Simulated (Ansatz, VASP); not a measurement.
## One calculation of BeSeO4, two programs

The input INCAR:

```
ALGO = Normal ; EDIFF = 1E-6
ENCUT = 520 ; GGA = PE
ISIF = 2 ; ISMEAR = 0
LASPH = T ; LCHARG = F
LREAL = F ; LWAVE = F
NBANDS = 25 ; NELM = 80
PREC = Accurate ; SIGMA = 0.1
```

File KPOINTS:

```
k-points
0
Gamma
  4 4 4
```

File POSCAR:

```
BeSeO4
1.0
    0.0000000000      3.2605282400      3.2605282400
    3.2605282400      0.0000000000      3.2605282400
    3.2605282400      3.2605282400      0.0000000000
Be Se O
1 1 4
Direct
    0.7500000000      0.7500000000      0.7500000000
    0.0000000000      0.0000000000      0.0000000000
    0.8732489600      0.3755836800      0.3755836800
    0.3755836800      0.3755836800      0.3755836800
    0.3755836800      0.8732489600      0.3755836800
    0.3755836800      0.3755836800      0.8732489600
```

Input for Ansatz:

```yaml
crystal:
  lattice:
    - [0.0, 3.26052824, 3.26052824]
    - [3.26052824, 0.0, 3.26052824]
    - [3.26052824, 3.26052824, 0.0]
  atoms:
    - { symbol: Be, position: [0.75, 0.75, 0.75] }
    - { symbol: Se, position: [0.0, 0.0, 0.0] }
    - { symbol: O, position: [0.87324896, 0.37558368, 0.37558368] }
    - { symbol: O, position: [0.37558368, 0.37558368, 0.37558368] }
    - { symbol: O, position: [0.37558368, 0.87324896, 0.37558368] }
    - { symbol: O, position: [0.37558368, 0.37558368, 0.87324896] }
basis:
  ecutwfc: 420
kpoints:
  mp_grid: { grid: [4, 4, 4] }
hamiltonian:
  xc: pbe
scf:
  occupations: { method: gaussian, width: 0.1 }
  lower_state_search: "off"
output:
  forces: true
  stress: true
  eigenvalues: true
```

Change from the starting cell: species swapped into the Be4SiNi type (F-43m, No. 216).

Alike in both runs: task single point; functional PBE; k mesh 4 × 4 × 4; occupations gaussian, width 0.1 eV; no spin polarisation.

|  | VASP | Ansatz |
| --- | --- | --- |
| version | VASP 6.6.1 | Ansatz 0.2.0 |
| potentials or method | VASP PAW PBE potentials, release 64 (Be, Se, O), cutoff 520 eV | scalar-relativistic, plane waves, PAW |
| valence electrons in the cell | 32 | 42 |

Ansatz gave:

| Item | Value |
| --- | --- |
| gap on the k mesh at the Fermi level (eV) | none |
| pressure (GPa) | -13.2 |
| rms of the force components (eV/Å) | 0.186 |

Estimate VASP's values.

gap on the k mesh at the Fermi level (eV): none; pressure (GPa): -13.4; rms of the force components (eV/Å): 0.186.

Atom by atom the forces differ by 0.000 eV/Å (rms over components). A gap of «none» marks a metal or a gap that the smearing closes. VASP's potentials hold 32 valence electrons a cell and Ansatz's 42, so a difference there can come from the potentials and not from the codes.

The k mesh is coarse, so the values compare programs but aren't converged.
